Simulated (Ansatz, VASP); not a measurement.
# Two plane-wave programs on Pt

```
CELL_PARAMETERS angstrom
-2.38488 2.76630 1.41465
2.76630 -2.38488 1.41465
2.64695 2.64695 -0.71607
ATOMIC_POSITIONS crystal
Pt 0.01341 0.98659 0.00000
Pt 0.73659 0.26341 0.50000
```

Alike in both runs: task single point; functional BLYP; k mesh 14 × 14 × 10; occupations fermi-dirac, width 0.1 eV; no spin polarisation.

|  | VASP | Ansatz |
| --- | --- | --- |
| version | VASP 6.6.1 | Ansatz 0.2.0 |
| potentials or method | VASP PAW PBE potentials, release 64 (Pt), cutoff 520 eV | plane waves (420 eV) with PAW, scalar-relativistic |
| valence electrons in the cell | 20 | 36 |

```csv
,VASP,Ansatz,Ansatz less VASP
pressure (GPa),-14.1,-14.6,-0.55
"traceless stress, the component that is largest in VASP (GPa)",-0.56,-0.59,-0.028
```

VASP's potentials were made for PBE, not for BLYP. VASP's potentials hold 20 valence electrons a cell and Ansatz's 36, so a difference there can come from the potentials and not from the codes.

Neither program's run includes spin-orbit coupling.
